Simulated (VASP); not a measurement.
# AlGaN2 (P-4m2) in VASP: a series of runs, part 2 of 2

VASP 6.6.1.

**4. Single point, LDA (11.49 Å³/atom)**

This run uses another cell than the first one, of 11.49 Å³/atom.

File INCAR:

```
SYSTEM = AlGaN2
PREC = Accurate
ENCUT = 520
EDIFF = 1E-7
ISMEAR = 0
SIGMA = 0.05
LREAL = .False.
LASPH = .True.
NELM = 100
ALGO = Normal
ISIF = 2
LWAVE = .False.
LCHARG = .False.
NBANDS = 21
```

File KPOINTS:

```
regular mesh
0
Gamma
  8 8 6
  0 0 0
```

File POSCAR:

```
AlGaN2
1.0
    3.2945726927      0.0000000000      0.0000000000
    0.0000000000      3.2945726927      0.0000000000
    0.0000000000      0.0000000000      4.2331964528
Al Ga N
1 1 2
Direct
    0.5000000000      0.5000000000      0.5000000000
    0.0000000000      0.0000000000      0.0000000000
    0.5000000000      0.0000000000      0.7385552143
    0.0000000000      0.5000000000      0.2614447857
```

Potentials or basis: VASP PAW LDA potentials, release 64 (Al, Ga_d, N).

Run with:

```console
$ cat potpaw_LDA.64/Al/POTCAR potpaw_LDA.64/Ga_d/POTCAR potpaw_LDA.64/N/POTCAR > POTCAR
$ mpirun -np 1 vasp_std > vasp.out
```

OUTCAR:

```text
SYSTEM = AlGaN2
   PREC = Accurate
   ENCUT = 520
   EDIFF = 1E-7
   ISMEAR = 0
   LREAL = .False.
   LASPH = .True.
   NELM = 100
   ISIF = 2

 ion  position               nearest neighbor table
   1  0.500  0.500  0.500-   3 1.93   4 1.93   3 1.93   4 1.93
   2  0.000  0.000  0.000-   3 1.98   4 1.98   4 1.98   3 1.98
   3  0.500  0.000  0.739-   1 1.93   1 1.93   2 1.98   2 1.98
   4  0.000  0.500  0.261-   1 1.93   1 1.93   2 1.98   2 1.98

  LATTYP: Found a simple tetragonal cell.
 ALAT       =     3.2945726927
 C/A-ratio  =     1.2849000000

  Lattice vectors:

 A1 = (   3.2945726927,   0.0000000000,   0.0000000000)
 A2 = (   0.0000000000,   3.2945726927,   0.0000000000)
 A3 = (   0.0000000000,   0.0000000000,   4.2331964528)

Analysis of symmetry for initial positions (statically):
=====================================================================
 Subroutine PRICEL returns:
 Original cell was already a primitive cell.

 Routine SETGRP: Setting up the symmetry group for a
 simple tetragonal supercell.

 Subroutine GETGRP returns: Found  8 space group operations
 (whereof  8 operations were pure point group operations)
 out of a pool of 16 trial point group operations.

The static configuration has the point symmetry D_2d.

Analysis of symmetry for dynamics (positions and initial velocities):
=====================================================================
 Subroutine PRICEL returns:
 Original cell was already a primitive cell.

 Routine SETGRP: Setting up the symmetry group for a
 simple tetragonal supercell.

 Subroutine GETGRP returns: Found  8 space group operations
 (whereof  8 operations were pure point group operations)
 out of a pool of 16 trial point group operations.

The dynamic configuration has the point symmetry D_2d.

 Subroutine INISYM returns: Found  8 space group operations
 (whereof  8 operations are pure point group operations),
 and found     1 'primitive' translations

----------------------------------------------------------------------------------------

                                     Primitive cell

  volume of cell :      45.9480

  direct lattice vectors                    reciprocal lattice vectors
     3.294572693  0.000000000  0.000000000     0.303529499  0.000000000  0.000000000
     0.000000000  3.294572693  0.000000000     0.000000000  0.303529499  0.000000000
     0.000000000  0.000000000  4.233196453     0.000000000  0.000000000  0.236228111

  length of vectors
     3.294572693  3.294572693  4.233196453     0.303529499  0.303529499  0.236228111

  position of ions in fractional coordinates (direct lattice)
     0.500000000  0.500000000  0.500000000
     0.000000000  0.000000000  0.000000000
     0.500000000  0.000000000  0.738555214
     0.000000000  0.500000000  0.261444786

  ion indices of the primitive-cell ions
   primitive index   ion index
                 1           1
                 2           2
                 3           3
                 4           4

----------------------------------------------------------------------------------------

 KPOINTS: regular mesh

Automatic generation of k-mesh.
 Grid dimensions read from file:
 generate k-points for:    8    8    6

 Generating k-lattice:

  Cartesian coordinates                     Fractional coordinates (reciprocal lattice)
     0.037941187  0.000000000  0.000000000     0.125000000  0.000000000  0.000000000
     0.000000000  0.037941187  0.000000000     0.000000000  0.125000000  0.000000000
     0.000000000  0.000000000  0.039371352     0.000000000  0.000000000  0.166666667

  Length of vectors
     0.037941187  0.037941187  0.039371352

  Shift w.r.t. Gamma in fractional coordinates (k-lattice)
     0.000000000  0.000000000  0.000000000

 Subroutine IBZKPT returns following result:
 ===========================================

 Found     60 irreducible k-points:

 Following reciprocal coordinates:
            Coordinates               Weight
  0.000000  0.000000  0.000000      1.000000
  0.125000  0.000000  0.000000      4.000000
  0.250000  0.000000  0.000000      4.000000
  0.375000  0.000000  0.000000      4.000000
  0.500000  0.000000  0.000000      2.000000
  0.125000  0.125000  0.000000      4.000000
[... 16 lines left out ...]
  0.375000  0.125000  0.166667     16.000000
  0.500000  0.125000  0.166667      8.000000
 [... further k-points ...]
   k-points           NKPTS =     60   k-points in BZ     NKDIM =     60   number of bands    NBANDS=     21
   number of dos      NEDOS =    301   number of ions     NIONS =      4
   total plane-waves  NPLWV =  25088
   dimension x,y,z NGX =    28 NGY =   28 NGZ =   32
   dimension x,y,z NGXF=    56 NGYF=   56 NGZF=   64
   ions per type =               1   1   2
   NGX,Y,Z   is equivalent  to a cutoff of  14.13, 14.13, 12.57 a.u.
   NGXF,Y,Z  is equivalent  to a cutoff of  28.26, 28.26, 25.13 a.u.
 SYSTEM =  AlGaN2
   PREC   = accura    normal or accurate (medium, high low for compatibility)
   ISTART =      0    job   : 0-new  1-cont  2-samecut
   ICHARG =      2    charge: 1-file 2-atom 10-const
   ISPIN  =      1    spin polarized calculation?
   LNONCOLLINEAR =      F non collinear calculations
   LSORBIT =      F    spin-orbit coupling
   LASPH  =      T    aspherical Exc in radial PAW
   ENCUT  =  520.0 eV  38.22 Ry    6.18 a.u.   6.13  6.13  7.87*2*pi/ulx,y,z
   NELM   =    100;   NELMIN=  2; NELMDL= -5     # of ELM steps
   EDIFF  = 0.1E-06   stopping-criterion for ELM
   LREAL  =      F    real-space projection
   EDIFFG = 0.1E-05   stopping-criterion for IOM
   NSW    =      0    number of steps for IOM
   IBRION =     -1    ionic relax: 0-MD 1-quasi-New 2-CG
   NFREE  =      0    steps in history (QN), initial steepest desc. (CG)
   ISIF   =      2    stress and relaxation
   ISYM   =      2    0-nonsym 1-usesym 2-fastsym
   POTIM  = 0.5000    time-step for ionic-motion
   TEBEG  =    0.0;   TEEND  =   0.0 temperature during run
   PSTRESS=    0.0 pullay stress
   NELECT =      26.0000    total number of electrons
   NUPDOWN=      -1.0000    fix difference up-down
   EMIN   =  10.00;   EMAX   =-10.00  energy-range for DOS
   EFERMI =   0.00;   METHOD = LEGACY
   ISMEAR =     0;   SIGMA  =   0.05  broadening in eV -4-tet -1-fermi 0-gaus
   EFERMI_NEDOS =   21; number of points for ismear=-14 and -15
   IALGO  =     38    algorithm
   IMIX   =      4    mixing-type and parameters
     AMIX     =   0.40;   BMIX     =  1.00
     AMIX_MAG =   1.60;   BMIX_MAG =  1.00
  volume/ion in A,a.u.               =      11.49        77.52
  Fermi-wavevector in a.u.,A,eV,Ry     =   1.354078  2.558837 24.946659  1.833528
  Thomas-Fermi vector in A             =   2.481280
   LORBIT       =      0    0 simple, 1 ext, 2 COOP (PROOUT), +10 PAW based schemes
   GGA     = CA    functional components
   LHFCALC =     F    Hartree Fock is set to
   AEXX    =    0.0000 exact exchange contribution
   IVDW    =     0    specifies the selected vdW correction
   LEPSILON=     F    determine dielectric tensor
   LRPA    =     F    only Hartree local field effects (RPA)
 non-spin polarized calculation
 Gauss-broadening in eV      SIGMA  =   0.05
  energy-cutoff  :      520.00
  volume of cell :       45.95
 maximum number of plane-waves:      1256
 NGX is ok and might be reduce to    28
   NGX = 13   NGY = 13   NGZ = 15

 number of electron      25.9999994 magnetization

 Free energy of the ion-electron system (eV)
  ---------------------------------------------------
  ext. energy  EPLUGINS =         0.00000000
  ---------------------------------------------------
  free energy    TOTEN  =       -30.08332137 eV

  energy without entropy =      -30.08332137  energy(sigma->0) =      -30.08332137

 E-fermi :   5.1886     XC(G=0): -11.4818

 val. band max:        4.9083345386   @ k =   0.0000   0.0000   0.0000
 cond. band min:       7.3480280541   @ k =   0.0000   0.0000   0.0000
 fundamental gap:      2.4396935155
 Fermi energy:         5.1885784636

 k-point     1 :       0.0000    0.0000    0.0000
  band No.  band energies     occupation
      1     -10.0992      2.00000
      2      -9.0179      2.00000
      3      -8.2560      2.00000
      4      -8.2560      2.00000
      5      -8.2137      2.00000
      6      -8.0605      2.00000
[... 13 lines left out ...]
     20      17.8232      0.00000
     21      18.5710      0.00000
[... 529 lines left out ...]
 k-point    24 :       0.5000    0.1250    0.1667
  band No.  band energies     occupation
      1      -9.1672      2.00000
      2      -9.0391      2.00000
      3      -8.2442      2.00000
      4      -8.1481      2.00000
      5      -8.1323      2.00000
      6      -7.3309      2.00000
[... 13 lines left out ...]
     20      16.4739      0.00000
     21      16.6901      0.00000

 [... further k-points ...]
[... 5 lines left out ...]
  --------------------------------------------------------------------------------------
  -------------------------------------------------------------------------------------
  Total       -4.8649488     -4.8649488     -1.9320472      0.0000000      0.0000000      0.0000000
  in kB     -169.6376501   -169.6376501    -67.3692494      0.0000000      0.0000000      0.0000000
  external PRESSURE =    -135.5481832 kB  Pullay stress =       0.0000000 kB

 VOLUME and BASIS-vectors are now :
 -----------------------------------------------------------------------------
  energy-cutoff  :      520.00
  volume of cell :       45.95
      direct lattice vectors                 reciprocal lattice vectors
     3.294572693  0.000000000  0.000000000     0.303529499  0.000000000  0.000000000
     0.000000000  3.294572693  0.000000000     0.000000000  0.303529499  0.000000000
     0.000000000  0.000000000  4.233196453     0.000000000  0.000000000  0.236228111

 POSITION                                       TOTAL-FORCE (eV/Angst)
 -----------------------------------------------------------------------------------
      1.64729      1.64729      2.11660        -0.000000      0.000000     -0.000000
      0.00000      0.00000      0.00000         0.000000      0.000000     -0.000000
      1.64729      0.00000      3.12645        -0.000000      0.000000     -0.024828
      0.00000      1.64729      1.10675        -0.000000      0.000000      0.024828
 -----------------------------------------------------------------------------------
    total drift:                               -0.000000     -0.000000     -0.000000

  FREE ENERGIE OF THE ION-ELECTRON SYSTEM (eV)
  ---------------------------------------------------
  free  energy   TOTEN  =       -30.0833213744 eV

  energy  without entropy=      -30.0833213744  energy(sigma->0) =      -30.08332137
```

stdout:

```text
POSCAR found type information on POSCAR AlGaN
 POSCAR found :  3 types and       4 ions
 scaLAPACK will be used
 LDA part: xc-table for (Slater(with rela. corr.)+CA(PZ))
 , standard interpolation
 POSCAR, INCAR and KPOINTS ok, starting setup
 FFT: planning ... GRIDC
 FFT: planning ... GRID_SOFT
 FFT: planning ... GRID
 WAVECAR not read
 entering main loop
```

Run time: 74 s. Hardware: 1 thread of Intel Xeon 8259CL, shared host; peak memory 0.19 GiB.

Results:

```
Free energy            : -30.0833 eV
Pressure               : -13.6 GPa
Largest force          : 0.025 eV/Å
Band gap on the k mesh : 2.44 eV
```

Forces on the atoms (eV/Å):
```
Al   0.000  0.000  0.000
Ga   0.000  0.000  0.000
N    0.000  0.000 -0.025
N    0.000  0.000  0.025
```

Stress tensor (GPa, compression positive):
```
-16.96   0.00   0.00
  0.00 -16.96   0.00
  0.00   0.00  -6.74
```

Levels at points of the mesh, in eV from the valence-band top:
```csv
k point,band 10,band 11,band 12,band 13,band 14,band 15,band 16,band 17
"(0.00, 0.00, 0.00)",-2.68,-0.12,-0.12,0.00,2.44,3.20,6.15,10.67
"(0.50, 0.00, 0.00)",-2.47,-2.38,-1.29,-1.07,6.30,6.68,7.19,7.37
"(0.50, 0.50, 0.00)",-1.93,-1.92,-1.92,-1.91,3.40,3.40,6.41,8.68
"(0.00, 0.00, 0.50)",-1.76,-1.76,-1.27,-1.27,5.12,5.34,6.99,8.03
"(0.50, 0.00, 0.50)",-1.24,-0.89,-0.60,-0.25,4.54,5.82,8.77,9.04
"(0.50, 0.50, 0.50)",-3.82,-3.17,-3.12,-3.12,6.54,6.54,8.20,10.01
```

Caveat: the cell stands under tension.

**5. Relaxation of the atoms, LDA (9.78 Å³/atom)**

This run uses another cell than the first one, of 9.78 Å³/atom.

File INCAR:

```
SYSTEM = AlGaN2
  PREC = Accurate
  ENCUT = 520
  EDIFF = 1E-6
  ISMEAR = 0
  SIGMA = 0.05
  LREAL = .False.
  LASPH = .True.
  NELM = 80
  ALGO = Normal
  ISIF = 2
  LWAVE = .False.
  LCHARG = .False.
  IBRION = 2
  NSW = 50
  EDIFFG = -0.01
```

KPOINTS is that of step 4.

File POSCAR:

```
AlGaN2
1.0
    3.2193035526      0.0000000000      0.0000000000
    0.0000000000      3.2193035526      0.0000000000
    0.0000000000      0.0000000000      3.7765649975
Al Ga N
1 1 2
Direct
    0.5000000000      0.5000000000      0.5000000000
    0.0000000000      0.0000000000      0.0000000000
    0.5000000000      0.0000000000      0.7400738390
    0.0000000000      0.5000000000      0.2599261610
```

Run with:

```console
$ cat potpaw_LDA.64/Al/POTCAR potpaw_LDA.64/Ga_d/POTCAR potpaw_LDA.64/N/POTCAR > POTCAR
$ mpirun -np 1 vasp_std > vasp.out
```

Run time: 64 s. Hardware: 1 thread of Intel Xeon 8259CL, shared host; peak memory 0.16 GiB.

Results (log left out):

```
Free energy               : -29.8863 eV
Energy gained by relaxing : 1.7 meV/atom
Ionic steps               : 3
Pressure after relaxing   : 17.6 GPa
Band gap on the k mesh    : 3.19 eV
```

Stress tensor (GPa, compression positive):
```
13.69  0.00  0.00
 0.00 13.69  0.00
 0.00  0.00 25.32
```

Step by step:
```
step  energy change (eV)  largest force (eV/Å)  pressure (GPa)
   1              0.0000                0.4139           17.68
   2             -0.0066                0.0844           17.54
   3             -0.0069                0.0003           17.57
```

Final structure:
```yaml
crystal:
  lattice:
    - [3.21930, 0.00000, 0.00000]
    - [0.00000, 3.21930, 0.00000]
    - [0.00000, 0.00000, 3.77657]
  atoms:
    - { symbol: Al, position: [0.50000, 0.50000, 0.50000] }
    - { symbol: Ga, position: [0.00000, 0.00000, 0.00000] }
    - { symbol: N, position: [0.50000, 0.00000, 0.73568] }
    - { symbol: N, position: [0.00000, 0.50000, 0.26432] }
```

Levels at points of the mesh, in eV from the valence-band top:
```csv
k point,band 9,band 10,band 11,band 12,band 13,band 14,band 15,band 16,band 17
"(0.00, 0.00, 0.00)",-3.64,-3.64,-0.23,-0.23,0.00,3.19,3.54,5.88,12.04
"(0.50, 0.00, 0.00)",-4.38,-2.54,-2.26,-1.86,-1.71,6.78,6.92,7.60,8.17
"(0.50, 0.50, 0.00)",-5.94,-1.99,-1.99,-1.94,-1.83,3.82,3.82,8.08,9.50
"(0.00, 0.00, 0.50)",-2.39,-2.39,-2.20,-1.74,-1.74,6.11,6.60,7.51,8.51
"(0.50, 0.00, 0.50)",-6.81,-1.76,-1.34,-0.63,-0.03,5.22,6.31,9.09,9.86
"(0.50, 0.50, 0.50)",-4.87,-4.69,-3.87,-3.87,-3.73,7.78,7.78,9.61,9.94
```

A k mesh can miss the band edges.

**6. Summary**

| task | cell | gap on the mesh (eV) | pressure (GPa) |
| --- | --- | --- | --- |
| relaxation of the atoms | atoms relaxed from a = 3.156, b = 3.156, c = 4.442 Å, 4 atoms | 2.78 | -6.7 |
| relaxation of the atoms | atoms relaxed from a = 3.062, b = 3.062, c = 4.719 Å, 4 atoms | 2.59 | -7.1 |
| single point | a = 3.295, b = 3.295, c = 4.233 Å, 4 atoms | 2.44 | -13.6 |
| relaxation of the atoms | atoms relaxed from a = 3.219, b = 3.219, c = 3.777 Å, 4 atoms | 3.19 | 17.6 |

Alike in all rows: level LDA; potentials or basis VASP PAW LDA potentials, release 64 (Al, Ga_d, N); no spin polarisation; k mesh 8 × 8 × 6; cutoff (eV) 520; smearing gaussian 0.05 eV.

Caveats: the cell stands under tension (at least some runs).

Total energies depend on the potentials used, so only differences within one code and one set of settings carry meaning.
